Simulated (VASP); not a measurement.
## HfO2: single point with PBE

Crystal: HfO2.

```
CELL_PARAMETERS angstrom
3.65368 0.00000 0.00000
0.00000 3.65368 0.00000
0.00000 0.00000 5.12264
ATOMIC_POSITIONS crystal
Hf 0.50000 0.50000 0.50000
Hf 0.00000 0.00000 0.00000
O 0.00000 0.50000 0.69325
O 0.50000 0.00000 0.80675
O 0.50000 0.00000 0.30675
O 0.00000 0.50000 0.19325
```

This cell differs from its parent crystal: ratio of the length along z to the lengths across it x 0.96, volume and fractional coordinates fixed.

- Program: VASP 6.6.1
- Task: single point
- Functional: PBE
- Potentials or basis: VASP PAW PBE potentials, release 64 (Hf_pv, O)
- Cutoff: 520 eV
- k mesh: 8 × 8 × 6
- Occupations: gaussian, width 0.05 eV
- Spin: no spin polarisation
- Dipole correction: no
- Further INCAR settings: ALGO = Normal; EDIFF = 1e-06; NBANDS = 31

| Quantity | Value |
| --- | --- |
| Pressure | -4.0 GPa |
| Largest force | 0.077 eV/Å |
| Band gap on the k mesh | 4.20 eV, indirect (least direct gap 4.27 eV) |

Forces in eV/Å, atoms in the order of the input:
```
Hf   0.000  0.000  0.000
Hf   0.000  0.000  0.000
O    0.000  0.000  0.077
O    0.000  0.000 -0.077
O    0.000  0.000 -0.077
O    0.000  0.000  0.077
```

Stress tensor (GPa, compression positive):
```
-8.67  0.00  0.00
 0.00 -8.67  0.00
 0.00  0.00  5.21
```

Levels at points of the mesh, in eV from the valence-band top:
```
           k point  band 19  band 20  band 21  band 22  band 23  band 24  band 25  band 26
(0.00, 0.00, 0.00)    -0.67    -0.43    -0.43    -0.07     4.20     4.35     5.28     5.71
(0.50, 0.00, 0.00)    -1.62    -1.62    -0.12    -0.12     4.59     4.59     5.73     5.73
(0.50, 0.50, 0.00)    -0.94    -0.94    -0.60    -0.60     5.23     5.23     5.88     5.88
(0.00, 0.00, 0.50)    -0.97    -0.97    -0.34    -0.34     4.87     4.87     5.33     5.33
(0.50, 0.00, 0.50)    -1.61    -1.61    -1.14    -1.14     4.81     4.81     5.31     5.31
(0.50, 0.50, 0.50)    -1.85    -1.85    -0.45    -0.45     5.36     5.36     6.10     6.10
```

It took 2 min on 1 thread of Intel(R) Xeon(R) Platinum 8259CL CPU @ 2.50GHz (Skylake/Cascade Lake), on a shared host, peak memory 0.24 GiB.

Caveat: spin-orbit coupling is left out, which moves the levels of the heavy elements. A k mesh can miss the band edges.
